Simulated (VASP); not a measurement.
Set up this calculation in VASP 6.6.1, as the native input.

| Quantity | Value |
| --- | --- |
| Task | single point |
| Functional | PBE |
| Potentials or basis | VASP PAW PBE potentials, release 64 (Si, C) |
| Cutoff | 520 eV |
| k mesh | 10 × 10 × 10 |
| Occupations | fermi-dirac, width 0.02 eV |
| Spin | no spin polarisation |
| Dipole correction | no |
| Further INCAR settings | ALGO = Normal; EDIFF = 1e-06; NBANDS = 11 |

The structure of SiC lies in POSCAR:

```
SiC
1.0
    0.0000000000      2.1780523503      2.2675703018
    2.1780523503      0.0000000000      2.2675703018
    2.1780523503      2.1780523503      0.0000000000
Si C
1 1
Direct
    0.0000000000      0.0000000000      0.0000000000
    0.2500000000      0.2500000000      0.2500000000
```

This cell differs from its parent crystal: uniaxial z strain +4.1%.

The input as run:

INCAR

```
SYSTEM = SiC
ALGO = Normal ; EDIFF = 1E-6
ENCUT = 520 ; GGA = PE
ISIF = 2 ; ISMEAR = -1
LASPH = .True. ; LCHARG = .False.
LREAL = .False. ; LWAVE = .False.
NBANDS = 11 ; NELM = 60
PREC = Accurate ; SIGMA = 0.02
```

KPOINTS

```
k-points
0
Gamma
  10 10 10
  0 0 0
```

Potentials or basis: VASP PAW PBE potentials, release 64 (Si, C).

Launch:

```sh
$ cat potpaw_PBE.64/Si/POTCAR potpaw_PBE.64/C/POTCAR > POTCAR
$ mpirun -np 1 vasp_std > vasp.out
```

Results of the run:

```json
{"Pressure": "-5.0 GPa", "Band gap on the k mesh": "1.18 eV, indirect (least direct gap 4.46 eV)"}
```

Caveat: the cell differs from its parent crystal (uniaxial z strain +4.1%).

Run time: 6 s on 1 thread of Intel(R) Xeon(R) 6975P-C (Granite Rapids), on a shared host, peak memory 0.14 GiB.
